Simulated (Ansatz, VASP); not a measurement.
**Two plane-wave programs on TiAl3**

```xyz
4
Lattice="-1.9227 1.9227 4.3112 1.9227 -1.9227 4.3112 1.9227 1.9227 -4.3112" Properties=species:S:1:pos:R:3 pbc="T T T"
Ti    0.0000    0.0000    0.0000
Al    0.0000    0.0000    4.3112
Al    0.0000    1.9227    2.1556
Al    1.9227    0.0000    2.1556
```

Alike in both runs: functional PBE; k mesh 18 × 18 × 18; occupations gaussian, width 0.1 eV; no spin polarisation.

Ansatz relaxed the structure, and its values are those at the end. VASP's run is a single point on that final structure, the one shown.

|  | VASP | Ansatz |
| --- | --- | --- |
| version | VASP 6.6.1 | Ansatz 0.2.0 |
| potentials or method | VASP PAW PBE potentials, release 64 (Ti_sv, Al), cutoff 520 eV | scalar-relativistic, plane waves, PAW |
| valence electrons in the cell | 21 | 21 |

```csv
,VASP,Ansatz,Ansatz less VASP
gap on the k mesh at the Fermi level (eV),none,none,-
pressure (GPa),-0.1,0.0,+0.07
```

A gap of «none» marks a metal or a gap that the smearing closes. With one functional, cell and mesh, what is left measures potentials, basis and numerics.
